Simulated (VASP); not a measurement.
Input of a VASP 6.6.1 run:

Contents of INCAR:

```
SYSTEM = BeNi
ALGO = Normal
EDIFF = 1E-7
ENCUT = 520
ISIF = 2
ISMEAR = -1
ISPIN = 2
LASPH = .True.
LCHARG = .False.
LMAXMIX = 4
LORBIT = 11
LREAL = .False.
LWAVE = .False.
MAGMOM = 0 1
NBANDS = 17
NELM = 150
PREC = Accurate
SIGMA = 0.15
```

KPOINTS

```
k-points
0
Gamma
  5 5 5
  0 0 0
```

Contents of POSCAR:

```
BeNi
1.0
    2.5869995900      0.0000000000      0.0000000000
    0.0000000000      2.5869995900      0.0000000000
    0.0000000000      0.0000000000      2.5869995900
Be Ni
1 1
Direct
    0.0000000000      0.0000000000      0.0000000000
    0.5000000000      0.5000000000      0.5000000000
```

Potentials or basis: VASP PAW LDA potentials, release 64 (Be, Ni).

Command:

```console
$ cat potpaw_LDA.64/Be/POTCAR potpaw_LDA.64/Ni/POTCAR > POTCAR
$ mpirun -np 1 vasp_std > vasp.out
```

(1) What does it give for the band gap on the k mesh?

(2) Predict the net moment.

Results:

(1) zero (filled and empty bands overlap).

(2) 0.00 μB per cell.

Caveat: the k points lie up to 0.49 Å⁻¹ apart.
